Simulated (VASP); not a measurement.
# AlN (P6_3mc) in VASP: notebook, part 2 of 2

VASP 6.6.1.

## 3. Relaxation of cell and atoms, PBE

The COD entry that gives the cell may itself be a prediction, so a difference from it is no test against experiment.

INCAR reads:

```
SYSTEM = AlN
  PREC = Accurate
  ENCUT = 600
  EDIFF = 1E-7
  ISMEAR = 0
  SIGMA = 0.02
  LREAL = .False.
  LASPH = .True.
  NELM = 100
  ALGO = Normal
  ISIF = 3
  LWAVE = .False.
  LCHARG = .False.
  GGA = PE
  IBRION = 2
  NSW = 100
  EDIFFG = -0.01
```

KPOINTS reads:

```
regular mesh
0
Gamma
  12 12 2
  0 0 0
```

POSCAR reads:

```
AlN
1.0
    3.1177457741      0.0000000000      0.0000000000
   -1.5588728870      2.7000470429      0.0000000000
    0.0000000000      0.0000000000     15.1951913515
Al N
6 6
Direct
    0.0000000000      0.0000000000      0.1876312019
    0.0000000000      0.0000000000      0.6876312019
    0.3333333333      0.6666666667      0.5205418622
    0.6666666667      0.3333333333      0.0205418622
    0.3333333333      0.6666666667      0.8533880635
    0.6666666667      0.3333333333      0.3533880635
    0.0000000000      0.0000000000      0.3127940245
    0.0000000000      0.0000000000      0.8127940245
    0.3333333333      0.6666666667      0.9792641539
    0.6666666667      0.3333333333      0.4792641539
    0.3333333333      0.6666666667      0.6463806939
    0.6666666667      0.3333333333      0.1463806939
```

Potentials or basis: VASP PAW PBE potentials, release 64 (Al, N).

Run with:

```console
$ cat potpaw_PBE.64/Al/POTCAR potpaw_PBE.64/N/POTCAR > POTCAR
$ mpirun -np 1 vasp_std > vasp.out
```

Wall time 3.4 min (1 thread of Intel Xeon 6975P-C (Granite Rapids), shared host); peak memory 0.38 GiB.

Results (log left out):

| Item | Value |
| --- | --- |
| Free energy | -89.1741 eV |
| Relaxed volume | 10.64 Å³/atom |
| Relaxed cell | a = 3.116 Å, b = 3.116 Å, c = 15.187 Å, α = 90.00°, β = 90.00°, γ = 120.00° |
| Space group after relaxing (to 0.05 Å) | P6_3mc (No. 186) |
| Energy gained by relaxing | 0.0 meV/atom |
| Ionic steps | 3 |
| Pressure after relaxing | 0.0 GPa |
| Band gap on the k mesh | 3.80 eV, indirect (least direct gap 4.02 eV) |

Step by step:
```tsv
step	energy change (eV)	largest force (eV/Å)	pressure (GPa)	volume (Å³)
1	0.0000	0.0039	-0.30	127.91
2	-0.0001	0.0010	0.26	127.54
3	-0.0002	0.0018	0.01	127.71
```

Final structure:
```cif
data_structure
_symmetry_space_group_name_H-M 'P 1'
_symmetry_Int_Tables_number 1
_cell_length_a 3.1160
_cell_length_b 3.1160
_cell_length_c 15.1874
_cell_angle_alpha 90.000
_cell_angle_beta 90.000
_cell_angle_gamma 120.000
_cell_volume 127.71
loop_
_atom_site_label
_atom_site_type_symbol
_atom_site_fract_x
_atom_site_fract_y
_atom_site_fract_z
_atom_site_occupancy
Al1 Al 0.00000 0.00000 0.18763 1
Al2 Al 0.00000 0.00000 0.68763 1
Al3 Al 0.33333 0.66667 0.52055 1
Al4 Al 0.66667 0.33333 0.02055 1
Al5 Al 0.33333 0.66667 0.85339 1
Al6 Al 0.66667 0.33333 0.35339 1
N1 N 0.00000 0.00000 0.31279 1
N2 N 0.00000 0.00000 0.81279 1
N3 N 0.33333 0.66667 0.97926 1
N4 N 0.66667 0.33333 0.47926 1
N5 N 0.33333 0.66667 0.64637 1
N6 N 0.66667 0.33333 0.14637 1
```

Levels at points of the mesh, in eV from the valence-band top:
```csv
k point,band 21,band 22,band 23,band 24,band 25,band 26,band 27,band 28
"(0.00, 0.00, 0.00)",-0.18,-0.06,-0.06,0.00,4.02,5.39,5.53,6.66
"(0.50, 0.00, 0.00)",-0.93,-0.90,-0.77,-0.54,3.80,4.25,5.53,5.70
"(0.00, 0.00, 0.50)",-0.09,-0.09,-0.09,-0.09,4.51,4.51,6.28,6.28
"(0.50, 0.00, 0.50)",-0.87,-0.87,-0.64,-0.64,3.97,3.97,5.71,5.71
```

## 4. Single point, PBE

This run uses another cell than the first one, of 9.28 Å³/atom, 0.870 times its volume.

INCAR reads:

```
SYSTEM = AlN
PREC = Accurate
ENCUT = 520
EDIFF = 1E-6
ISMEAR = 0
SIGMA = 0.1
LREAL = .FALSE.
LASPH = .TRUE.
NELM = 100
ALGO = Normal
ISIF = 2
LWAVE = .FALSE.
LCHARG = .TRUE.
GGA = PE
LELF = .TRUE.
LVHAR = .TRUE.
NBANDS = 36
```

KPOINTS reads:

```
Automatic mesh
0
G
  6 6 2
  0 0 0
```

POSCAR reads:

```
AlN
1.0
    2.9718851200      0.0000000000      0.0000000000
   -1.4859425600      2.5737280200      0.0000000000
    0.0000000000      0.0000000000     14.5591914600
Al N
6 6
Direct
    0.0000000000      0.0000000000      0.1875000000
    0.0000000000      0.0000000000      0.6875000000
    0.3333333300      0.6666666700      0.5208299800
    0.6666666700      0.3333333300      0.0208299800
    0.3333333300      0.6666666700      0.8541700200
    0.6666666700      0.3333333300      0.3541700200
    0.0000000000      0.0000000000      0.3125000000
    0.0000000000      0.0000000000      0.8125000000
    0.3333333300      0.6666666700      0.9791700200
    0.6666666700      0.3333333300      0.4791700200
    0.3333333300      0.6666666700      0.6458299800
    0.6666666700      0.3333333300      0.1458299800
```

Run with:

```console
$ cat potpaw_PBE.64/Al/POTCAR potpaw_PBE.64/N/POTCAR > POTCAR
$ mpirun -np 1 vasp_std > vasp.out
```

Run time: 24 s. Hardware: 1 thread of Intel Xeon 6975P-C (Granite Rapids), shared host; peak memory 0.24 GiB.

Results (log left out):

| Property | Result |
| --- | --- |
| Free energy | -87.5392 eV |
| Pressure | 35.0 GPa |
| Largest force | 0.285 eV/Å |
| Band gap on the k mesh | 3.93 eV, indirect (least direct gap 4.44 eV) |

Forces on the atoms (eV/Å):
```
Al   0.000  0.000  0.097
Al   0.000  0.000  0.097
Al   0.000  0.000 -0.079
Al   0.000  0.000 -0.079
Al   0.000  0.000 -0.285
Al   0.000  0.000 -0.285
N    0.000  0.000  0.094
N    0.000  0.000  0.094
N    0.000  0.000  0.086
N    0.000  0.000  0.086
N    0.000  0.000  0.088
N    0.000  0.000  0.088
```

Stress tensor (GPa, compression positive):
```
35.53  0.00  0.00
 0.00 35.53  0.00
 0.00  0.00 33.96
```

Levels at points of the mesh, in eV from the valence-band top:
| k point | band 21 | band 22 | band 23 | band 24 | band 25 | band 26 | band 27 | band 28 |
| --- | --- | --- | --- | --- | --- | --- | --- | --- |
| (0.00, 0.00, 0.00) | -0.10 | -0.02 | 0.00 | 0.00 | 5.29 | 6.61 | 6.77 | 7.94 |
| (0.50, 0.00, 0.00) | -0.97 | -0.88 | -0.82 | -0.51 | 3.93 | 4.47 | 5.91 | 6.23 |
| (0.00, 0.00, 0.50) | -0.04 | -0.04 | -0.04 | -0.04 | 5.76 | 5.76 | 7.54 | 7.54 |
| (0.50, 0.00, 0.50) | -0.92 | -0.92 | -0.63 | -0.63 | 4.15 | 4.15 | 6.16 | 6.16 |

A k mesh can miss the band edges.

## 5. Single point, PBE

INCAR reads:

```
  PREC = Accurate
  ENCUT = 520
  EDIFF = 1E-7
  ISMEAR = 0
  SIGMA = 0.1
  LREAL = False
  LASPH = True
  NELM = 100
  ALGO = Normal
  ISIF = 2
  LWAVE = False
  LCHARG = False
  GGA = PE
  NBANDS = 36
```

KPOINTS reads:

```
regular mesh
0
Gamma
  6 6 2
```

POSCAR reads:

```
AlN
1.0
    3.1177457741      0.0000000000      0.0000000000
   -1.5588728870      2.7000470429      0.0000000000
    0.0000000000      0.0000000000     15.1951913515
Al N
6 6
Direct
    0.0000000000      0.0000000000      0.1876312019
    0.0000000000      0.0000000000      0.6876312019
    0.3333333333      0.6666666667      0.5205418622
    0.6666666667      0.3333333333      0.0205418622
    0.3333333333      0.6666666667      0.8533880635
    0.6666666667      0.3333333333      0.3533880635
    0.0000000000      0.0000000000      0.3127940245
    0.0000000000      0.0000000000      0.8127940245
    0.3333333333      0.6666666667      0.9792641539
    0.6666666667      0.3333333333      0.4792641539
    0.3333333333      0.6666666667      0.6463806939
    0.6666666667      0.3333333333      0.1463806939
```

Run with:

```console
$ cat potpaw_PBE.64/Al/POTCAR potpaw_PBE.64/N/POTCAR > POTCAR
$ mpirun -np 1 vasp_std > vasp.out
```

It took 33 s on 1 thread of Intel Xeon 6975P-C (Granite Rapids), shared host; peak memory 0.25 GiB.

Results (log left out):

```
Free energy            : -89.1598 eV
Pressure               : -0.2 GPa
Band gap on the k mesh : 3.80 eV, indirect (least direct gap 4.00 eV)
```

Forces on the atoms (eV/Å):
```
Al   0.000  0.000  0.001
Al   0.000  0.000  0.001
Al   0.000  0.000  0.002
Al   0.000  0.000  0.002
Al   0.000  0.000  0.002
Al   0.000  0.000  0.002
N    0.000  0.000 -0.001
N    0.000  0.000 -0.001
N    0.000  0.000 -0.002
N    0.000  0.000 -0.002
N    0.000  0.000 -0.002
N    0.000  0.000 -0.002
```

Levels at points of the mesh, in eV from the valence-band top:
```tsv
k point	band 22	band 23	band 24	band 25	band 26	band 27
(0.00, 0.00, 0.00)	-0.06	-0.06	0.00	4.00	5.37	5.51
(0.50, 0.00, 0.00)	-0.90	-0.77	-0.54	3.80	4.24	5.53
(0.00, 0.00, 0.50)	-0.10	-0.10	-0.10	4.50	4.50	6.27
(0.50, 0.00, 0.50)	-0.87	-0.64	-0.64	3.97	3.97	5.71
```

## 6. Relaxation of cell and atoms, PBE

This run uses another cell than the first one, of 9.28 Å³/atom, 0.870 times its volume.

INCAR reads:

```
PREC = Accurate ; ENCUT = 600
EDIFF = 1E-7 ; ISMEAR = 0
SIGMA = 0.1 ; LREAL = False
LASPH = True ; NELM = 100
ALGO = Normal ; ISIF = 3
LWAVE = False ; LCHARG = False
GGA = PE ; IBRION = 2
NSW = 90 ; EDIFFG = -0.04
```

KPOINTS is that of step 5.

POSCAR reads:

```
AlN
1.0
    2.9718851200      0.0000000000      0.0000000000
   -1.4859425600      2.5737280200      0.0000000000
    0.0000000000      0.0000000000     14.5591914600
Al N
6 6
Direct
    0.0000000000      0.0000000000      0.1875000000
    0.0000000000      0.0000000000      0.6875000000
    0.3333333300      0.6666666700      0.5208299800
    0.6666666700      0.3333333300      0.0208299800
    0.3333333300      0.6666666700      0.8541700200
    0.6666666700      0.3333333300      0.3541700200
    0.0000000000      0.0000000000      0.3125000000
    0.0000000000      0.0000000000      0.8125000000
    0.3333333300      0.6666666700      0.9791700200
    0.6666666700      0.3333333300      0.4791700200
    0.3333333300      0.6666666700      0.6458299800
    0.6666666700      0.3333333300      0.1458299800
```

Potentials or basis: VASP PAW PBE potentials, release 64 (Al, N).

Run with:

```console
$ cat potpaw_PBE.64/Al/POTCAR potpaw_PBE.64/N/POTCAR > POTCAR
$ mpirun -np 1 vasp_std > vasp.out
```

Run time: 3.1 min. Hardware: 1 thread of Intel Xeon 6975P-C (Granite Rapids), shared host; peak memory 0.27 GiB.

It converged, with:

```yaml
Free_energy: -89.1512 eV
Relaxed_volume: 10.67 Å³/atom
Relaxed_cell: a = 3.118 Å, b = 3.118 Å, c = 15.199 Å, α = 90.00°, β = 90.00°, γ = 120.00°
Space_group_after_relaxing_to_0.05_Å: P6_3mc (No. 186)
Energy_gained_by_relaxing: 133.6 meV/atom
Ionic_steps: 8
Pressure_after_relaxing: -0.3 GPa
Largest_force_after_relaxing: 0.030 eV/Å
Band_gap_on_the_k_mesh: 3.80 eV, indirect (least direct gap 4.00 eV)
```

Forces on the atoms (eV/Å):
```
Al   0.000  0.000 -0.016
Al   0.000  0.000 -0.016
Al   0.000  0.000  0.003
Al   0.000  0.000  0.003
Al   0.000  0.000  0.030
Al   0.000  0.000  0.030
N    0.000  0.000 -0.010
N    0.000  0.000 -0.010
N    0.000  0.000 -0.023
N    0.000  0.000 -0.023
N    0.000  0.000  0.015
N    0.000  0.000  0.015
```

The path:
```tsv
step	energy change (eV)	largest force (eV/Å)	pressure (GPa)	volume (Å³)
1	0.0000	0.2854	34.91	111.36
2	-0.1858	0.1068	-20.77	147.23
3	-1.6017	0.0992	-0.59	128.18
4	-1.6024	0.0990	-0.06	127.82
5	-1.6019	0.0988	0.47	127.48
6	-1.6032	0.0603	0.46	127.48
7	-1.6033	0.0667	0.45	127.48
8	-1.6036	0.0303	-0.35	128.01
```

Final structure:
```
CELL_PARAMETERS angstrom
3.11850 0.00000 0.00000
-1.55925 2.70070 0.00000
0.00000 0.00000 15.19918
ATOMIC_POSITIONS crystal
Al 0.00000 0.00000 0.18766
Al 0.00000 0.00000 0.68766
Al 0.33333 0.66667 0.52054
Al 0.66667 0.33333 0.02054
Al 0.33333 0.66667 0.85334
Al 0.66667 0.33333 0.35334
N 0.00000 0.00000 0.31281
N 0.00000 0.00000 0.81281
N 0.33333 0.66667 0.97930
N 0.66667 0.33333 0.47930
N 0.33333 0.66667 0.64635
N 0.66667 0.33333 0.14635
```

Levels at points of the mesh, in eV from the valence-band top:
```tsv
k point	band 22	band 23	band 24	band 25	band 26	band 27
(0.00, 0.00, 0.00)	-0.06	-0.06	0.00	4.00	5.37	5.50
(0.50, 0.00, 0.00)	-0.90	-0.77	-0.54	3.80	4.24	5.52
(0.00, 0.00, 0.50)	-0.10	-0.10	-0.10	4.49	4.49	6.26
(0.50, 0.00, 0.50)	-0.87	-0.64	-0.64	3.97	3.97	5.70
```

A k mesh can miss the band edges.

## 7. Overview

| task | cell | k mesh | cutoff (eV) | smearing | gap on the mesh (eV) | pressure (GPa) | relaxed volume (Å³/atom) | largest force (eV/Å) |
| --- | --- | --- | --- | --- | --- | --- | --- | --- |
| single point | a = 3.118, b = 3.118, c = 15.198 Å, angles 90.0, 90.0, 120.0°, 12 atoms | 12 × 12 × 2 | 520 | gaussian 0.02 eV | 3.80 | -0.3 | - | - |
| relaxation of cell and atoms | relaxed from a = 3.118, b = 3.118, c = 15.195 Å, angles 90.0, 90.0, 120.0°, 12 atoms | 12 × 12 × 2 | 600 | gaussian 0.02 eV | 3.80 | 0.0 | 10.64 | - |
| single point | a = 2.972, b = 2.972, c = 14.559 Å, angles 90.0, 90.0, 120.0°, 12 atoms | 6 × 6 × 2 | 520 | gaussian 0.1 eV | 3.93 | 35.0 | - | 0.29 |
| single point | a = 3.118, b = 3.118, c = 15.195 Å, angles 90.0, 90.0, 120.0°, 12 atoms | 6 × 6 × 2 | 520 | gaussian 0.1 eV | 3.80 | -0.2 | - | - |
| relaxation of cell and atoms | relaxed from a = 2.972, b = 2.972, c = 14.559 Å, angles 90.0, 90.0, 120.0°, 12 atoms | 6 × 6 × 2 | 600 | gaussian 0.1 eV | 3.80 | -0.3 | 10.67 | 0.03 |

Alike in all rows: level PBE; potentials or basis VASP PAW PBE potentials, release 64 (Al, N); no spin polarisation.

Absolute energies hang on the potentials; compare differences alone.
